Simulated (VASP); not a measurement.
# SnSe2 (P1) in VASP: a series of runs

Runs on SnSe2. Level: r2SCAN. Tasks: single point.

All numbers are computed with VASP 6.6.1; they aren't measurements. Logs are shortened: lines on timing, memory, paths and dates and some standing lists are left out, and cuts for length are marked.

## 1. The cell of the first run

The typed cell holds 12 atoms: a = 7.650 Å, b = 7.650 Å, c = 6.227 Å, α = 90.00°, β = 90.00°, γ = 120.00°.

## 2. Single point, r2SCAN

Contents of POSCAR:

```
SnSe2
1.0
    7.6503276808     -0.0000000001      0.0000000000
   -3.8251638404      6.6253781189      0.0000000000
    0.0000000000      0.0000000000      6.2270561301
Sn Se
4 8
Direct
    0.0155399325      0.0163746126     -0.0020333846
   -0.0109398590      0.4740828287      0.0098476710
    0.5065840162      0.0008121801      0.0035740805
    0.5011583088      0.5271552713     -0.0165452178
    0.1914163817      0.3268210450      0.2804641493
    0.3471005579      0.1692688296      0.7472325450
    0.1944114831      0.8536616173      0.2366758817
    0.3179164632      0.6582599395      0.7460443431
    0.6369804869      0.3239075509      0.2570664157
    0.8333043484      0.1506412136      0.7470335746
    0.6382272853      0.8134817218      0.2640077375
    0.8220900293      0.6762617800      0.7292270866
```

Contents of INCAR.step1:

```
ALGO = Normal
EDIFF = 1E-4
ENCUT = 520
GGA = PE
ISMEAR = -1
LASPH = True
LCHARG = False
LREAL = False
LWAVE = True
NBANDS = 64
NELM = 100
PREC = Accurate
SIGMA = 0.086
```

Contents of INCAR.step2:

```
ALGO = Normal
EDIFF = 1E-6
ENCUT = 520
ISIF = 2
ISMEAR = -1
ISTART = 1
LASPH = True
LCHARG = True
LELF = True
LMIXTAU = True
LREAL = False
LVHAR = True
LWAVE = False
METAGGA = R2SCAN
NBANDS = 64
NELM = 100
PREC = Accurate
SIGMA = 0.086
```

Contents of KPOINTS:

```
k-points
0
Gamma
  3 3 2
```

Potentials or basis: VASP PAW PBE potentials, release 64 (Sn_d, Se).

Launch:

```sh
$ cat potpaw_PBE.64/Sn_d/POTCAR potpaw_PBE.64/Se/POTCAR > POTCAR
$ cp INCAR.step1 INCAR
$ mpirun -np 1 vasp_std > vasp.out
$ cp INCAR.step2 INCAR
$ mpirun -np 1 vasp_std > vasp.out
```

OUTCAR:

```text
EDIFF = 1E-6
   ENCUT = 520
   ISIF = 2
   ISMEAR = -1
   ISTART = 1
   LASPH = True
   LREAL = False
   METAGGA = R2SCAN
   NELM = 100
   PREC = Accurate

 ion  position               nearest neighbor table
   1  0.016  0.016  0.998-  10 2.62   6 2.70   7 2.71   5 2.71  12 2.81  11 3.00   2 3.61
   2  0.989  0.474  0.010-  10 2.70   8 2.73   9 2.80   5 2.87   7 2.89  12 3.01   1 3.61   3 3.66
                             4 3.73
   3  0.507  0.001  0.004-   7 2.53   9 2.67  11 2.67  10 2.69   6 2.70   8 2.78   4 3.61   2 3.66

   4  0.501  0.527  0.983-   8 2.56  11 2.58  12 2.65   5 2.78   6 2.80   9 2.83   3 3.61   2 3.73

   5  0.191  0.327  0.280-   1 2.71   4 2.78   2 2.87
   6  0.347  0.169  0.747-   3 2.70   1 2.70   4 2.80
   7  0.194  0.854  0.237-   3 2.53   1 2.71   2 2.89
   8  0.318  0.658  0.746-   4 2.56   2 2.73   3 2.78
   9  0.637  0.324  0.257-   3 2.67   2 2.80   4 2.83
  10  0.833  0.151  0.747-   1 2.62   3 2.69   2 2.70
  11  0.638  0.813  0.264-   4 2.58   3 2.67   1 3.00
  12  0.822  0.676  0.729-   4 2.65   1 2.81   2 3.01

  LATTYP: Found a hexagonal cell.
 ALAT       =     7.6503276808
 C/A-ratio  =     0.8139594002

  Lattice vectors:

 A1 = (   7.6503276808,  -0.0000000001,   0.0000000000)
 A2 = (  -3.8251638404,   6.6253781189,   0.0000000000)
 A3 = (   0.0000000000,   0.0000000000,   6.2270561301)

Analysis of symmetry for initial positions (statically):
=====================================================================
 Subroutine PRICEL returns:
 Original cell was already a primitive cell.

 Routine SETGRP: Setting up the symmetry group for a
 hexagonal supercell.

 Subroutine GETGRP returns: Found  1 space group operations
 (whereof  1 operations were pure point group operations)
 out of a pool of 24 trial point group operations.

The static configuration has the point symmetry C_1 .

Analysis of symmetry for dynamics (positions and initial velocities):
=====================================================================
 Subroutine PRICEL returns:
 Original cell was already a primitive cell.

 Routine SETGRP: Setting up the symmetry group for a
 hexagonal supercell.

 Subroutine GETGRP returns: Found  1 space group operations
 (whereof  1 operations were pure point group operations)
 out of a pool of 24 trial point group operations.

The dynamic configuration has the point symmetry C_1 .

[... 111 lines left out ...]
   POTIM  = 0.5000    time-step for ionic-motion
   TEBEG  =    0.0;   TEEND  =   0.0 temperature during run
   PSTRESS=    0.0 pullay stress
   NELECT =     104.0000    total number of electrons
   NUPDOWN=      -1.0000    fix difference up-down
   EMIN   =  10.00;   EMAX   =-10.00  energy-range for DOS
   EFERMI =   0.00;   METHOD = LEGACY
   ISMEAR =    -1;   SIGMA  =   0.09  broadening in eV -4-tet -1-fermi 0-gaus
   EFERMI_NEDOS =   21; number of points for ismear=-14 and -15
   IALGO  =     38    algorithm
   IMIX   =      4    mixing-type and parameters
     AMIX     =   0.40;   BMIX     =  1.00
     AMIX_MAG =   1.60;   BMIX_MAG =  1.00
  volume/ion in A,a.u.               =      26.30       177.50
  Fermi-wavevector in a.u.,A,eV,Ry     =   1.130737  2.136782 17.395936  1.278565
  Thomas-Fermi vector in A             =   2.267434
   LORBIT       =      0    0 simple, 1 ext, 2 COOP (PROOUT), +10 PAW based schemes
   METAGGA = R2SCAN    functional components
   LHFCALC =     F    Hartree Fock is set to
   AEXX    =    0.0000 exact exchange contribution
   IVDW    =     0    specifies the selected vdW correction
   LEPSILON=     F    determine dielectric tensor
   LRPA    =     F    only Hartree local field effects (RPA)
 non-spin polarized calculation
  energy-cutoff  :      520.00
  volume of cell :      315.63
 maximum number of plane-waves:      8537
 NGX is ok and might be reduce to    60
   NGX = 29   NGY = 29   NGZ = 23

 number of electron     103.9999991 magnetization

 Free energy of the ion-electron system (eV)
  ---------------------------------------------------
  ext. energy  EPLUGINS =         0.00000000
  ---------------------------------------------------
  free energy    TOTEN  =      -217.39886479 eV

  energy without entropy =     -217.37301697  energy(sigma->0) =     -217.38594088

 E-fermi :   4.0496     XC(G=0):  -9.9411

 val. band max:        3.7744022978   @ k =   0.3333   0.0000   0.0000
 cond. band min:       4.0855475260   @ k =   0.0000   0.0000   0.5000
 fundamental gap:      0.3111452282
 Fermi energy:         4.0495763244

 k-point     1 :       0.0000    0.0000    0.0000
  band No.  band energies     occupation
      1     -18.3275      2.00000
      2     -18.2927      2.00000
      3     -18.2715      2.00000
      4     -18.2565      2.00000
      5     -18.2401      2.00000
      6     -18.2179      2.00000
[... 659 lines left out ...]
     63       9.4283      0.00000
     64       9.5888      0.00000

------------------------ aborting loop because EDIFF is reached ----------------------------------------

  FORCE on cell =-STRESS in cart. coord.  units (eV):
  Direction    XX          YY          ZZ          XY          YZ          ZX
  --------------------------------------------------------------------------------------
  -------------------------------------------------------------------------------------
  Total        3.3478558      2.8716380      0.2624810     -0.4256377     -0.3118329     -0.2976496
  in kB       16.9943218     14.5769544      1.3324013     -2.1606140     -1.5829204     -1.5109234
  external PRESSURE =      10.9678925 kB  Pullay stress =       0.0000000 kB

 VOLUME and BASIS-vectors are now :
 -----------------------------------------------------------------------------
  energy-cutoff  :      520.00
  volume of cell :      315.63
      direct lattice vectors                 reciprocal lattice vectors
     7.650327681 -0.000000000  0.000000000     0.130713355  0.075467391  0.000000000
    -3.825163840  6.625378119  0.000000000     0.000000000  0.150934782  0.000000000
     0.000000000  0.000000000  6.227056130     0.000000000  0.000000000  0.160589527

 POSITION                                       TOTAL-FORCE (eV/Angst)
 -----------------------------------------------------------------------------------
      0.05625      0.10849      6.21439         0.569987     -0.830909      0.337858
      5.75319      3.14098      0.06132        -0.381775      0.953355      0.568541
      3.87243      0.00538      0.02226        -0.045907      0.198594     -0.412990
      1.81757      3.49260      6.12403         0.846736     -1.255184      0.092854
      0.21425      2.16531      1.74647        -1.121710      0.036282     -1.134764
      2.00795      1.12147      4.65306        -0.299425      0.251671     -0.149756
     -1.77808      5.65583      1.47379        -1.222404     -1.297392      0.698563
     -0.08579      4.36122      4.64566        -0.505878      0.050775     -0.326312
      3.63411      2.14601      1.60077         1.094644      0.630755     -0.386593
      5.79882      0.99806      4.65182        -0.221540      0.433017     -0.098039
      1.77095      5.38962      1.64399         0.674558      0.872855     -0.105025
      3.70245      4.48049      4.54094         0.612714     -0.043820      0.915663
 -----------------------------------------------------------------------------------
    total drift:                               -0.000484      0.000034      0.000877

  FREE ENERGIE OF THE ION-ELECTRON SYSTEM (eV)
  ---------------------------------------------------
  free  energy   TOTEN  =      -217.3988647901 eV

  energy  without entropy=     -217.3730169693  energy(sigma->0) =     -217.38594088
```

OUTCAR.step1:

```text
EDIFF = 1E-4
   ENCUT = 520
   GGA = PE
   ISMEAR = -1
   LASPH = True
   LREAL = False
[... 916 lines left out ...]
      5.79882      0.99806      4.65182        -0.213842      0.360868     -0.436773
      1.77095      5.38962      1.64399         0.648600      0.819851      0.237737
      3.70245      4.48049      4.54094         0.598917     -0.018943      0.597085
 -----------------------------------------------------------------------------------
    total drift:                               -0.001228     -0.002051     -0.000016

  FREE ENERGIE OF THE ION-ELECTRON SYSTEM (eV)
  ---------------------------------------------------
  free  energy   TOTEN  =       -46.3548242340 eV

  energy  without entropy=      -46.3155699067  energy(sigma->0) =      -46.33519707
```

Wall time 14 min (1 thread of Intel Xeon Platinum 8488C (Sapphire Rapids), shared host); peak memory 0.54 GiB.

Results:

| Quantity | Value |
| --- | --- |
| Free energy | -217.3989 eV |
| Pressure | 1.1 GPa |
| Largest force | 1.915 eV/Å |
| Band gap on the k mesh | 0.31 eV, indirect (least direct gap 0.41 eV) |

Forces in eV/Å, atoms in the order of the input:
```
Sn   0.570 -0.831  0.338
Sn  -0.382  0.953  0.569
Sn  -0.046  0.199 -0.413
Sn   0.847 -1.255  0.093
Se  -1.122  0.036 -1.135
Se  -0.299  0.252 -0.150
Se  -1.222 -1.297  0.699
Se  -0.506  0.051 -0.326
Se   1.095  0.631 -0.387
Se  -0.222  0.433 -0.098
Se   0.675  0.873 -0.105
Se   0.613 -0.044  0.916
```

Caveat: the k points lie up to 0.50 Å⁻¹ apart; the PAW data sets were made with another functional, which shifts forces and pressure a little; spin-orbit coupling is left out, which moves the levels of the heavy elements. A k mesh can miss the band edges.

## 3. Single point, r2SCAN

Contents of POSCAR:

```
SnSe2
1.0
    7.6503276808     -0.0000000001      0.0000000000
   -3.8251638404      6.6253781189      0.0000000000
    0.0000000000      0.0000000000      6.2270561301
Sn Se
4 8
Direct
    0.0039826838      0.0080683697     -0.0022832619
   -0.0031364522      0.4884886480      0.0000493010
    0.5008914976     -0.0021970067      0.0033529487
    0.4998212162      0.5148284277     -0.0055117538
    0.1801658701      0.3312971668      0.2686588919
    0.3383645542      0.1659588299      0.7472972626
    0.1868565152      0.8478799095      0.2434047435
    0.3310465375      0.6636365383      0.7508384223
    0.6498456151      0.3264568393      0.2579318327
    0.8336659968      0.1595006324      0.7481283134
    0.6506433867      0.8213274627      0.2554918354
    0.8270682315      0.6701305073      0.7348520560
```

Contents of INCAR.step1:

```
SYSTEM = SnSe2
ALGO = Normal
EDIFF = 1E-4
ENCUT = 520
GGA = PE
ISMEAR = -1
LASPH = .TRUE.
LCHARG = .FALSE.
LREAL = .FALSE.
LWAVE = .TRUE.
NBANDS = 64
NELM = 100
PREC = Accurate
SIGMA = 0.086
```

Contents of INCAR.step2:

```
SYSTEM = SnSe2
ALGO = Normal
EDIFF = 1E-6
ENCUT = 520
ISIF = 2
ISMEAR = -1
ISTART = 1
LASPH = .TRUE.
LCHARG = .TRUE.
LELF = .TRUE.
LMIXTAU = .TRUE.
LREAL = .FALSE.
LVHAR = .TRUE.
LWAVE = .FALSE.
METAGGA = R2SCAN
NBANDS = 64
NELM = 100
PREC = Accurate
SIGMA = 0.086
```

Contents of KPOINTS:

```
k-points
0
G
  3 3 2
  0 0 0
```

Potentials or basis: VASP PAW PBE potentials, release 64 (Sn_d, Se).

Launch:

```sh
$ cat potpaw_PBE.64/Sn_d/POTCAR potpaw_PBE.64/Se/POTCAR > POTCAR
$ cp INCAR.step1 INCAR
$ mpirun -np 1 vasp_std > vasp.out
$ cp INCAR.step2 INCAR
$ mpirun -np 1 vasp_std > vasp.out
```

OUTCAR:

```text
SYSTEM = SnSe2
   EDIFF = 1E-6
   ENCUT = 520
   ISIF = 2
   ISMEAR = -1
   ISTART = 1
   LASPH = .TRUE.
   LREAL = .FALSE.
   METAGGA = R2SCAN
   NELM = 100
   PREC = Accurate

 ion  position               nearest neighbor table
   1  0.004  0.008  0.998-  10 2.64   6 2.71   5 2.73   7 2.74  12 2.77  11 2.84   2 3.70
   2  0.997  0.488  0.000-  10 2.69   8 2.70   9 2.81   5 2.81   7 2.82  12 2.85   1 3.70   4 3.75

   3  0.501  0.998  0.003-   7 2.56  11 2.67   9 2.70   6 2.71   8 2.72  10 2.72   4 3.69
   4  0.500  0.515  0.994-   8 2.60  11 2.60  12 2.71   5 2.73   6 2.78   9 2.78   3 3.69   2 3.75

   5  0.180  0.331  0.269-   4 2.73   1 2.73   2 2.81
   6  0.338  0.166  0.747-   3 2.71   1 2.71   4 2.78
   7  0.187  0.848  0.243-   3 2.56   1 2.74   2 2.82
   8  0.331  0.664  0.751-   4 2.60   2 2.70   3 2.72
   9  0.650  0.326  0.258-   3 2.70   4 2.78   2 2.81
  10  0.834  0.160  0.748-   1 2.64   2 2.69   3 2.72
  11  0.651  0.821  0.255-   4 2.60   3 2.67   1 2.84
[... 202 lines left out ...]
      3     -18.2821      2.00000
      4     -18.2507      2.00000
      5     -18.2427      2.00000
      6     -18.2205      2.00000
[... 659 lines left out ...]
     63       9.6865      0.00000
     64       9.7355      0.00000

------------------------ aborting loop because EDIFF is reached ----------------------------------------

  FORCE on cell =-STRESS in cart. coord.  units (eV):
  Direction    XX          YY          ZZ          XY          YZ          ZX
  --------------------------------------------------------------------------------------
  -------------------------------------------------------------------------------------
  Total        2.6586597      2.4660262      0.8992025     -0.1546665     -0.1728762     -0.1126244
  in kB       13.4958378     12.5179951      4.5645146     -0.7851151     -0.8775508     -0.5717019
  external PRESSURE =      10.1927825 kB  Pullay stress =       0.0000000 kB

 VOLUME and BASIS-vectors are now :
 -----------------------------------------------------------------------------
  energy-cutoff  :      520.00
  volume of cell :      315.63
      direct lattice vectors                 reciprocal lattice vectors
     7.650327681 -0.000000000  0.000000000     0.130713355  0.075467391  0.000000000
    -3.825163840  6.625378119  0.000000000     0.000000000  0.150934782  0.000000000
     0.000000000  0.000000000  6.227056130     0.000000000  0.000000000  0.160589527

 POSITION                                       TOTAL-FORCE (eV/Angst)
 -----------------------------------------------------------------------------------
     -0.00039      0.05346      6.21284         0.522086     -0.458960      0.271711
      5.75778      3.23642      0.00031        -0.453750      0.496414      0.595973
      0.01522      6.61082      0.02088        -0.061590      0.475122     -0.310720
      1.85449      3.41093      6.19273         0.718426     -1.055620     -0.011497
      0.11106      2.19497      1.67295        -0.721972     -0.014399     -0.710172
      1.95378      1.09954      4.65346        -0.161637      0.190844     -0.019829
     -1.81377      5.61752      1.51570        -0.932008     -0.921613      0.398917
     -0.00590      4.39684      4.67551        -0.386854      0.011788     -0.505672
      3.72278      2.16290      1.60616         0.700557      0.463795     -0.438998
      5.76770      1.05675      4.65864        -0.158498      0.206288     -0.137710
      1.83592      5.44160      1.59096         0.558809      0.643299      0.151675
      3.76398      4.43987      4.57597         0.376430     -0.036957      0.716322
 -----------------------------------------------------------------------------------
    total drift:                               -0.000249     -0.000041      0.000935

  FREE ENERGIE OF THE ION-ELECTRON SYSTEM (eV)
  ---------------------------------------------------
  free  energy   TOTEN  =      -218.0418041951 eV

  energy  without entropy=     -218.0333681509  energy(sigma->0) =     -218.03758617
```

OUTCAR.step1:

```text
SYSTEM = SnSe2
   EDIFF = 1E-4
   ENCUT = 520
   GGA = PE
   ISMEAR = -1
   LASPH = .TRUE.
[... 916 lines left out ...]
      5.76770      1.05675      4.65864        -0.167751      0.168264     -0.449573
      1.83592      5.44160      1.59096         0.533756      0.612687      0.458635
      3.76398      4.43987      4.57597         0.353374     -0.028305      0.404785
 -----------------------------------------------------------------------------------
    total drift:                                0.000949     -0.002497      0.000732

  FREE ENERGIE OF THE ION-ELECTRON SYSTEM (eV)
  ---------------------------------------------------
  free  energy   TOTEN  =       -46.8917812421 eV

  energy  without entropy=      -46.8693991616  energy(sigma->0) =      -46.88059020
```

OSZICAR.step1:

```text
N       E                     dE             d eps       ncg     rms          rms(c)
DAV:   1     0.120062681323E+04    0.12006E+04   -0.44836E+04  1312   0.188E+03
DAV:   2     0.180629819263E+03   -0.10200E+04   -0.98964E+03  1296   0.549E+02
DAV:   3    -0.309011562719E+02   -0.21153E+03   -0.20410E+03  1488   0.204E+02
DAV:   4    -0.474373695366E+02   -0.16536E+02   -0.16312E+02  1560   0.584E+01
DAV:   5    -0.479397974394E+02   -0.50243E+00   -0.50042E+00  1704   0.108E+01    0.997E+00
DAV:   6    -0.469491692700E+02    0.99063E+00   -0.18035E+00  1792   0.939E+00    0.636E+00
DAV:   7    -0.468912403026E+02    0.57929E-01   -0.79293E-01  1560   0.350E+00    0.194E+00
DAV:   8    -0.468894317111E+02    0.18086E-02   -0.60155E-02  1712   0.165E+00    0.602E-01
DAV:   9    -0.468915108297E+02   -0.20791E-02   -0.93578E-03  1648   0.561E-01    0.145E-01
DAV:  10    -0.468916326221E+02   -0.12179E-03   -0.84418E-04  1392   0.180E-01    0.697E-02
DAV:  11    -0.468917664350E+02   -0.13381E-03   -0.26073E-04  1160   0.845E-02    0.288E-02
DAV:  12    -0.468917812421E+02   -0.14807E-04   -0.31725E-05   872   0.534E-02
   1 F= -.46891781E+02 E0= -.46880590E+02  d E =-.223821E-01
```

It took 17 min on 1 thread of AMD EPYC 7R43 (Zen 3), shared host; peak memory 0.49 GiB.

What came out:

| Property | Result |
| --- | --- |
| Free energy | -218.0418 eV |
| Pressure | 1.0 GPa |
| Largest force | 1.370 eV/Å |
| Band gap on the k mesh | 0.61 eV |

Forces on the atoms (eV/Å):
```
Sn   0.522 -0.459  0.272
Sn  -0.454  0.496  0.596
Sn  -0.062  0.475 -0.311
Sn   0.718 -1.056 -0.011
Se  -0.722 -0.014 -0.710
Se  -0.162  0.191 -0.020
Se  -0.932 -0.922  0.399
Se  -0.387  0.012 -0.506
Se   0.701  0.464 -0.439
Se  -0.158  0.206 -0.138
Se   0.559  0.643  0.152
Se   0.376 -0.037  0.716
```

Levels at points of the mesh, in eV from the valence-band top:
```csv
k point,band 50,band 51,band 52,band 53,band 54,band 55
"(0.00, 0.00, 0.00)",-0.24,-0.18,-0.10,1.01,1.28,1.47
"(0.00, 0.00, 0.50)",-0.53,-0.13,-0.12,0.61,0.96,1.16
```

Caveat: the k points lie up to 0.50 Å⁻¹ apart; the PAW data sets were made with another functional, which shifts forces and pressure a little; spin-orbit coupling is left out, which moves the levels of the heavy elements.

[end of part 1 of 2]
